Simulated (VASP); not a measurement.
# Ti4BeP (P4/mmm) in VASP: further runs

The runs below take Ti4BeP through single point, relaxation of cell and atoms, with PBE.

Program: VASP 6.6.1. These are calculated values, not measurements. Logs are shortened: lines on timing, memory, paths and dates and some standing lists are left out, and cuts for length are marked.

### 1 The cell of the first run

The structure is tetragonal, space group P4/mmm (No. 123). The conventional cell has a = 4.417 Å, b = 4.417 Å, c = 6.671 Å, α = 90.00°, β = 90.00°, γ = 90.00°. Within 2.9 Å of Ti (site symmetry mmm) lie 2 P at 2.21 Å. Ti (site symmetry 4mm) has 1 Ti at 1.98 Å and 1 P at 2.35 Å within 2.6 Å. Be (site symmetry 4/mmm) has 16 Ti at 3.28 to 4.00 Å and 4 Be at 4.42 Å and 8 P at 4.57 Å within 4.6 Å. Within 2.9 Å of P (site symmetry 4/mmm) lie 6 Ti at 2.21 to 2.35 Å.

### 2 Single point, PBE

File INCAR:

```
PREC = Accurate
ENCUT = 520
EDIFF = 1E-6
ISMEAR = 0
SIGMA = 0.1
LREAL = F
LASPH = T
NELM = 80
ALGO = Normal
ISIF = 2
LWAVE = F
LCHARG = T
GGA = PE
LELF = T
LVHAR = T
NBANDS = 36
```

File KPOINTS:

```
regular mesh
0
Gamma
  8 8 6
```

File POSCAR:

```
Ti4BeP
1.0
    4.4174388277      0.0000000000      0.0000000000
    0.0000000000      4.4174388277      0.0000000000
    0.0000000000      0.0000000000      6.6709877117
Ti Be P
4 1 1
Direct
    0.5000000000      0.0000000000      0.0000000000
    0.0000000000      0.5000000000      0.0000000000
    0.0000000000      0.0000000000      0.3519057387
    0.0000000000      0.0000000000      0.6480942613
    0.5000000000      0.5000000000      0.5000000000
    0.0000000000      0.0000000000      0.0000000000
```

Potentials or basis: VASP PAW PBE potentials, release 64 (Ti_sv, Be, P).

The run is started by

```bash
> cat potpaw_PBE.64/Ti_sv/POTCAR potpaw_PBE.64/Be/POTCAR potpaw_PBE.64/P/POTCAR > POTCAR
> mpirun -np 1 vasp_std > vasp.out
```

OUTCAR:

```text
PREC = Accurate
   ENCUT = 520
   EDIFF = 1E-6
   ISMEAR = 0
   LREAL = F
   LASPH = T
   NELM = 80
   ISIF = 2
   GGA = PE

 ion  position               nearest neighbor table
   1  0.500  0.000  0.000-   6 2.21   6 2.21
   2  0.000  0.500  0.000-   6 2.21   6 2.21
   3  0.000  0.000  0.352-   4 1.98   6 2.35
   4  0.000  0.000  0.648-   3 1.98   6 2.35
   5  0.500  0.500  0.500-
   6  0.000  0.000  0.000-   1 2.21   2 2.21   2 2.21   1 2.21   3 2.35   4 2.35

  LATTYP: Found a simple tetragonal cell.
 ALAT       =     4.4174388277
 C/A-ratio  =     1.5101482945

  Lattice vectors:

 A1 = (   4.4174388277,   0.0000000000,   0.0000000000)
 A2 = (   0.0000000000,   4.4174388277,   0.0000000000)
 A3 = (   0.0000000000,   0.0000000000,   6.6709877117)

Analysis of symmetry for initial positions (statically):
=====================================================================
 Subroutine PRICEL returns:
 Original cell was already a primitive cell.

 Routine SETGRP: Setting up the symmetry group for a
 simple tetragonal supercell.

 Subroutine GETGRP returns: Found 16 space group operations
 (whereof 16 operations were pure point group operations)
 out of a pool of 16 trial point group operations.

The static configuration has the point symmetry D_4h.

Analysis of symmetry for dynamics (positions and initial velocities):
=====================================================================
 Subroutine PRICEL returns:
 Original cell was already a primitive cell.

 Routine SETGRP: Setting up the symmetry group for a
 simple tetragonal supercell.

 Subroutine GETGRP returns: Found 16 space group operations
 (whereof 16 operations were pure point group operations)
 out of a pool of 16 trial point group operations.

The dynamic configuration has the point symmetry D_4h.

 Subroutine INISYM returns: Found 16 space group operations
 (whereof 16 operations are pure point group operations),
 and found     1 'primitive' translations

----------------------------------------------------------------------------------------

                                     Primitive cell

  volume of cell :     130.1761

  direct lattice vectors                    reciprocal lattice vectors
     4.417438828  0.000000000  0.000000000     0.226375517  0.000000000  0.000000000
     0.000000000  4.417438828  0.000000000     0.000000000  0.226375517  0.000000000
     0.000000000  0.000000000  6.670987712     0.000000000  0.000000000  0.149902839

  length of vectors
     4.417438828  4.417438828  6.670987712     0.226375517  0.226375517  0.149902839

  position of ions in fractional coordinates (direct lattice)
     0.500000000  0.000000000  0.000000000
     0.000000000  0.500000000  0.000000000
     0.000000000  0.000000000  0.351905739
     0.000000000  0.000000000  0.648094261
     0.500000000  0.500000000  0.500000000
     0.000000000  0.000000000  0.000000000

  ion indices of the primitive-cell ions
   primitive index   ion index
                 1           1
                 2           2
                 3           3
                 4           4
                 5           5
                 6           6

----------------------------------------------------------------------------------------

 KPOINTS: regular mesh

Automatic generation of k-mesh.
 Grid dimensions read from file:
 generate k-points for:    8    8    6

 Generating k-lattice:

  Cartesian coordinates                     Fractional coordinates (reciprocal lattice)
     0.028296940  0.000000000  0.000000000     0.125000000  0.000000000  0.000000000
     0.000000000  0.028296940  0.000000000     0.000000000  0.125000000  0.000000000
     0.000000000  0.000000000  0.024983807     0.000000000  0.000000000  0.166666667

  Length of vectors
     0.028296940  0.028296940  0.024983807

  Shift w.r.t. Gamma in fractional coordinates (k-lattice)
     0.000000000  0.000000000  0.000000000

 Subroutine IBZKPT returns following result:
 ===========================================

 Found     60 irreducible k-points:

 Following reciprocal coordinates:
            Coordinates               Weight
  0.000000  0.000000  0.000000      1.000000
  0.125000  0.000000  0.000000      4.000000
  0.250000  0.000000  0.000000      4.000000
  0.375000  0.000000  0.000000      4.000000
  0.500000  0.000000  0.000000      2.000000
  0.125000  0.125000  0.000000      4.000000
[... 16 lines left out ...]
  0.375000  0.125000  0.166667     16.000000
  0.500000  0.125000  0.166667      8.000000
 [... further k-points ...]
   k-points           NKPTS =     60   k-points in BZ     NKDIM =     60   number of bands    NBANDS=     36
   number of dos      NEDOS =    301   number of ions     NIONS =      6
   total plane-waves  NPLWV =  64800
   dimension x,y,z NGX =    36 NGY =   36 NGZ =   50
   dimension x,y,z NGXF=    72 NGYF=   72 NGZF=  100
   ions per type =               4   1   1
   NGX,Y,Z   is equivalent  to a cutoff of  13.55, 13.55, 12.46 a.u.
   NGXF,Y,Z  is equivalent  to a cutoff of  27.10, 27.10, 24.92 a.u.
 SYSTEM =  unknown system
   PREC   = accura    normal or accurate (medium, high low for compatibility)
   ISTART =      0    job   : 0-new  1-cont  2-samecut
   ICHARG =      2    charge: 1-file 2-atom 10-const
   ISPIN  =      1    spin polarized calculation?
   LNONCOLLINEAR =      F non collinear calculations
   LSORBIT =      F    spin-orbit coupling
   LASPH  =      T    aspherical Exc in radial PAW
   ENCUT  =  520.0 eV  38.22 Ry    6.18 a.u.   8.21  8.21 12.40*2*pi/ulx,y,z
   NELM   =     80;   NELMIN=  2; NELMDL= -5     # of ELM steps
   EDIFF  = 0.1E-05   stopping-criterion for ELM
   LREAL  =      F    real-space projection
   EDIFFG = 0.1E-04   stopping-criterion for IOM
   NSW    =      0    number of steps for IOM
   IBRION =     -1    ionic relax: 0-MD 1-quasi-New 2-CG
   NFREE  =      0    steps in history (QN), initial steepest desc. (CG)
   ISIF   =      2    stress and relaxation
   ISYM   =      2    0-nonsym 1-usesym 2-fastsym
   POTIM  = 0.5000    time-step for ionic-motion
   TEBEG  =    0.0;   TEEND  =   0.0 temperature during run
   PSTRESS=    0.0 pullay stress
   NELECT =      55.0000    total number of electrons
   NUPDOWN=      -1.0000    fix difference up-down
   EMIN   =  10.00;   EMAX   =-10.00  energy-range for DOS
   EFERMI =   0.00;   METHOD = LEGACY
   ISMEAR =     0;   SIGMA  =   0.10  broadening in eV -4-tet -1-fermi 0-gaus
   EFERMI_NEDOS =   21; number of points for ismear=-14 and -15
   IALGO  =     38    algorithm
   IMIX   =      4    mixing-type and parameters
     AMIX     =   0.40;   BMIX     =  1.00
     AMIX_MAG =   1.60;   BMIX_MAG =  1.00
  volume/ion in A,a.u.               =      21.70       146.41
  Fermi-wavevector in a.u.,A,eV,Ry     =   1.228434  2.321404 20.531888  1.509051
  Thomas-Fermi vector in A             =   2.363360
   LORBIT       =      0    0 simple, 1 ext, 2 COOP (PROOUT), +10 PAW based schemes
   GGA     = PE    functional components
   LHFCALC =     F    Hartree Fock is set to
   AEXX    =    0.0000 exact exchange contribution
   IVDW    =     0    specifies the selected vdW correction
   LEPSILON=     F    determine dielectric tensor
   LRPA    =     F    only Hartree local field effects (RPA)
 non-spin polarized calculation
 Gauss-broadening in eV      SIGMA  =   0.10
  energy-cutoff  :      520.00
  volume of cell :      130.18
 maximum number of plane-waves:      3536
 NGX is ok and might be reduce to    36
   NGX = 17   NGY = 17   NGZ = 25

 number of electron      54.9999989 magnetization

 Free energy of the ion-electron system (eV)
  ---------------------------------------------------
  ext. energy  EPLUGINS =         0.00000000
  ---------------------------------------------------
  free energy    TOTEN  =       -35.15330082 eV

  energy without entropy =      -35.10195737  energy(sigma->0) =      -35.12762909

 E-fermi :   4.7966     XC(G=0):  -9.5675

 val. band max:        4.7951907520   @ k =   0.3750   0.1250   0.1667
 cond. band min:       4.7998807963   @ k =   0.3750   0.1250   0.3333
 fundamental gap:      0.0046900443
 Fermi energy:         4.7966303729

 k-point     1 :       0.0000    0.0000    0.0000
  band No.  band energies     occupation
      1     -52.2351      2.00000
      2     -52.1618      2.00000
      3     -52.1254      2.00000
      4     -51.3355      2.00000
      5     -29.6516      2.00000
      6     -28.5381      2.00000
[... 28 lines left out ...]
     35       6.3398      0.00000
     36       6.3398      0.00000

 k-point     2 :       0.1250    0.0000    0.0000
  band No.  band energies     occupation
      1     -52.2349      2.00000
      2     -52.1604      2.00000
      3     -52.1268      2.00000
      4     -51.3355      2.00000
      5     -29.6521      2.00000
      6     -28.5318      2.00000
[... 28 lines left out ...]
     35       6.2574      0.00000
     36       6.4341      0.00000

 k-point     3 :       0.2500    0.0000    0.0000
  band No.  band energies     occupation
      1     -52.2345      2.00000
      2     -52.1566      2.00000
      3     -52.1308      2.00000
      4     -51.3355      2.00000
      5     -29.6533      2.00000
      6     -28.5136      2.00000
[... 28 lines left out ...]
     35       6.2371      0.00000
     36       6.5872      0.00000

 k-point     4 :       0.3750    0.0000    0.0000
  band No.  band energies     occupation
      1     -52.2340      2.00000
      2     -52.1508      2.00000
      3     -52.1368      2.00000
      4     -51.3354      2.00000
      5     -29.6546      2.00000
      6     -28.4958      2.00000
[... 28 lines left out ...]
     35       6.4784      0.00000
     36       6.4973      0.00000

 k-point     5 :       0.5000    0.0000    0.0000
  band No.  band energies     occupation
      1     -52.2338      2.00000
      2     -52.1440      2.00000
      3     -52.1437      2.00000
      4     -51.3354      2.00000
      5     -29.6551      2.00000
      6     -28.4889      2.00000
[... 655 lines left out ...]
 k-point    22 :       0.2500    0.1250    0.1667
  band No.  band energies     occupation
      1     -52.2340      2.00000
      2     -52.1560      2.00000
      3     -52.1318      2.00000
      4     -51.3354      2.00000
      5     -29.6531      2.00000
      6     -28.5383      2.00000
[... 28 lines left out ...]
     35       6.4357      0.00000
     36       6.7289      0.00000

 k-point    23 :       0.3750    0.1250    0.1667
  band No.  band energies     occupation
      1     -52.2336      2.00000
      2     -52.1505      2.00000
      3     -52.1374      2.00000
      4     -51.3354      2.00000
      5     -29.6539      2.00000
      6     -28.5217      2.00000
[... 28 lines left out ...]
     35       6.5621      0.00000
     36       6.7553      0.00000

 k-point    24 :       0.5000    0.1250    0.1667
  band No.  band energies     occupation
      1     -52.2335      2.00000
      2     -52.1439      2.00000
      3     -52.1439      2.00000
      4     -51.3354      2.00000
      5     -29.6542      2.00000
      6     -28.4986      2.00000
[... 28 lines left out ...]
     35       6.5360      0.00000
     36       6.9282      0.00000

 [... further k-points ...]

------------------------ aborting loop because EDIFF is reached ----------------------------------------

  FORCE on cell =-STRESS in cart. coord.  units (eV):
  Direction    XX          YY          ZZ          XY          YZ          ZX
  --------------------------------------------------------------------------------------
  -------------------------------------------------------------------------------------
  Total       -0.0577734     -0.0577734      0.8781363      0.0000000      0.0000000      0.0000000
  in kB       -0.7110616     -0.7110616     10.8078995      0.0000000      0.0000000      0.0000000
  external PRESSURE =       3.1285921 kB  Pullay stress =       0.0000000 kB

 VOLUME and BASIS-vectors are now :
 -----------------------------------------------------------------------------
  energy-cutoff  :      520.00
  volume of cell :      130.18
      direct lattice vectors                 reciprocal lattice vectors
     4.417438828  0.000000000  0.000000000     0.226375517  0.000000000  0.000000000
     0.000000000  4.417438828  0.000000000     0.000000000  0.226375517  0.000000000
     0.000000000  0.000000000  6.670987712     0.000000000  0.000000000  0.149902839

 POSITION                                       TOTAL-FORCE (eV/Angst)
 -----------------------------------------------------------------------------------
      2.20872      0.00000      0.00000         0.000000      0.000000     -0.000000
      0.00000      2.20872      0.00000         0.000000      0.000000     -0.000000
      0.00000      0.00000      2.34756        -0.000000      0.000000     -0.510763
      0.00000      0.00000      4.32343         0.000000      0.000000      0.510763
      2.20872      2.20872      3.33549         0.000000      0.000000     -0.000000
      0.00000      0.00000      0.00000         0.000000      0.000000     -0.000000
 -----------------------------------------------------------------------------------
    total drift:                                0.000000      0.000000     -0.000000

  FREE ENERGIE OF THE ION-ELECTRON SYSTEM (eV)
  ---------------------------------------------------
  free  energy   TOTEN  =       -35.1533008175 eV

  energy  without entropy=      -35.1019573662  energy(sigma->0) =      -35.12762909
```

Run time: 3.1 min. Hardware: 1 thread of Intel Xeon Platinum 8488C (Sapphire Rapids), shared host; peak memory 0.39 GiB.

Results:

- Free energy: -35.1533 eV
- Pressure: 0.3 GPa
- Largest force: 0.511 eV/Å
- Band gap on the k mesh: zero (an odd number of electrons rules out a gap without spin polarisation)

Forces in eV/Å, atoms in the order of the input:
```
Ti   0.000  0.000  0.000
Ti   0.000  0.000  0.000
Ti   0.000  0.000 -0.511
Ti   0.000  0.000  0.511
Be   0.000  0.000  0.000
P    0.000  0.000  0.000
```

Levels at points of the mesh, in eV from the Fermi level:
```tsv
k point	band 24	band 25	band 26	band 27	band 28	band 29	band 30	band 31	band 32	band 33
(0.00, 0.00, 0.00)	-0.86	-0.86	-0.57	-0.23	-0.20	-0.20	-0.06	0.86	0.89	1.09
(0.50, 0.00, 0.00)	-0.79	-0.66	-0.49	-0.29	-0.08	0.04	0.41	0.81	0.89	1.29
(0.50, 0.50, 0.00)	-0.84	-0.42	-0.42	0.08	0.54	0.54	0.86	0.86	1.12	1.22
(0.00, 0.00, 0.50)	-1.58	-1.45	-0.52	-0.17	0.07	0.07	0.50	0.77	0.86	1.63
(0.50, 0.00, 0.50)	-1.29	-1.11	-0.37	-0.27	-0.25	0.35	0.51	0.71	1.18	1.36
(0.50, 0.50, 0.50)	-0.58	-0.30	-0.30	0.05	0.12	0.12	0.55	0.55	0.55	0.78
```

Caveat: atoms lie so close that the PAW spheres overlap strongly, which falsifies energies and pressures.

[end of part 1 of 2]
